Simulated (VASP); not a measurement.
Crystal: HgTe (Coloradoite).

```
Hg Te
1.0
     0.00000    3.28920    3.28920
     3.28920    0.00000    3.28920
     3.28920    3.28920    0.00000
Hg Te
1 1
Direct
  0.00000 0.00000 0.00000
  0.25000 0.25000 0.25000
```

Base run:

```yaml
Program: VASP 6.6.1
Functional: r2SCAN
Potentials_or_basis: VASP PAW PBE potentials, release 64 (Hg, Te)
Cutoff: 520 eV
k_mesh: 6 × 6 × 6
Occupations: fermi-dirac, width 0.02 eV
Spin: no spin polarisation
```

Its results: band gap on the k mesh zero (filled and empty bands touch); pressure 0.0 GPa.

Q: The run is repeated on the same cell with these changes: functional from r2SCAN to PBE; further incar settings from ALGO = Normal; EDIFF = 1e-06; NBANDS = 16 to ALGO = Normal; EDIFF = 1e-07; NBANDS = 16. What comes out?

A: Band gap on the k mesh zero (filled and empty bands touch); pressure 1.3 GPa.

Caveats: spin-orbit coupling is left out, which moves the levels of the heavy elements; the PAW data sets were made with another functional, which shifts forces and pressure a little (some runs).
